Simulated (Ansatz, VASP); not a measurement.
One calculation of Hf, two programs

INCAR

```
SYSTEM = Hf
PREC = Accurate ; ENCUT = 520
EDIFF = 1E-6 ; ISMEAR = 0
SIGMA = 0.15 ; LREAL = .False.
LASPH = .True. ; NELM = 100
ALGO = Fast ; ISIF = 2
LWAVE = .False. ; LCHARG = .False.
GGA = PS ; NBANDS = 17
```

KPOINTS

```
Automatic mesh
0
Gamma
  18 18 10
  0 0 0
```

Contents of POSCAR:

```
Hf
1.0
    3.1966985242      0.0000000000      0.0000000000
   -1.5983492621      2.7684221302      0.0000000000
    0.0000000000      0.0000000000      5.0578000000
Hf
2
Direct
    0.1763245387      0.5517282517      0.2500000000
    0.6666666667      0.3333333333      0.7500000000
```

Input for Ansatz:

```yaml
crystal:
  lattice:
    - [3.1966985242, 0.0, 0.0]
    - [-1.5983492621, 2.7684221302, 0.0]
    - [0.0, 0.0, 5.0578]
  atoms:
    - { symbol: Hf, position: [0.1763245387, 0.5517282517, 0.25] }
    - { symbol: Hf, position: [0.6666666667, 0.3333333333, 0.75] }
basis:
  ecutwfc: 420
kpoints:
  mp_grid: { grid: [18, 18, 10] }
hamiltonian:
  xc: pbesol
scf:
  occupations: { method: gaussian, width: 0.15 }
output:
  forces: true
  stress: true
  eigenvalues: true
```

Alike in both runs: task single point; functional PBEsol; k mesh 18 × 18 × 10; occupations gaussian, width 0.15 eV; no spin polarisation.

|  | VASP | Ansatz |
| --- | --- | --- |
| version | VASP 6.6.1 | Ansatz 0.2.0 |
| potentials or method | VASP PAW PBE potentials, release 64 (Hf_pv), cutoff 520 eV | scalar-relativistic, plane waves, PAW |
| valence electrons in the cell | 20 | 52 |

Ansatz gave:

| Property | Result |
| --- | --- |
| gap on the k mesh at the Fermi level (eV) | none |
| pressure (GPa) | -4.3 |
| traceless stress, the component that is largest in VASP (GPa) | -3.64 |
| rms of the force components (eV/Å) | 0.424 |

**Question.** What did VASP give for the same quantities?

**Answer.** gap on the k mesh at the Fermi level (eV): none; pressure (GPa): -4.7; traceless stress, the component that is largest in VASP (GPa): -3.57; rms of the force components (eV/Å): 0.424.

VASP's potentials were made for PBE, not for PBEsol. Atom by atom the forces differ by 0.001 eV/Å (rms over components). A gap of «none» marks a metal or a gap that the smearing closes. VASP's potentials hold 20 valence electrons a cell and Ansatz's 52, so a difference there can come from the potentials and not from the codes.

Spin-orbit coupling is off throughout.
